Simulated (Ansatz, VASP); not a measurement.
One calculation of LaSb, two programs

```
CELL_PARAMETERS angstrom
0.00000 3.01239 3.01239
3.01239 0.00000 3.01239
3.01239 3.01239 0.00000
ATOMIC_POSITIONS crystal
La 0.00000 0.00000 0.00000
Sb 0.50000 0.50000 0.50000
```

Change from the starting cell: volume scaled by 0.8, PAW files.

Alike in both runs: task electric field gradients; functional LDA; k mesh 10 × 10 × 10; occupations fermi-dirac, width 0.05 eV; no spin polarisation.

```csv
,VASP,Ansatz
version,VASP 6.6.1,Ansatz 0.2.0
potentials or method,"VASP PAW LDA potentials, release 64 (La, Sb)","PAW with Ansatz's default frozen-core files, scalar-relativistic"
plane-wave cutoff (eV),520,420
valence electrons in the cell,16,26
```

Ansatz gave:

| Quantity | Value |
| --- | --- |
| pressure (GPa) | 16.0 |

**Question.** Which values does VASP return?

**Answer.** Pressure (GPa): 16.1.

LDA's correlation is that of Perdew and Zunger in VASP and of Perdew and Wang (1992) in Ansatz. VASP's potentials hold 16 valence electrons a cell and Ansatz's 26, so a difference there can come from the potentials and not from the codes.

Spin-orbit coupling is off throughout.
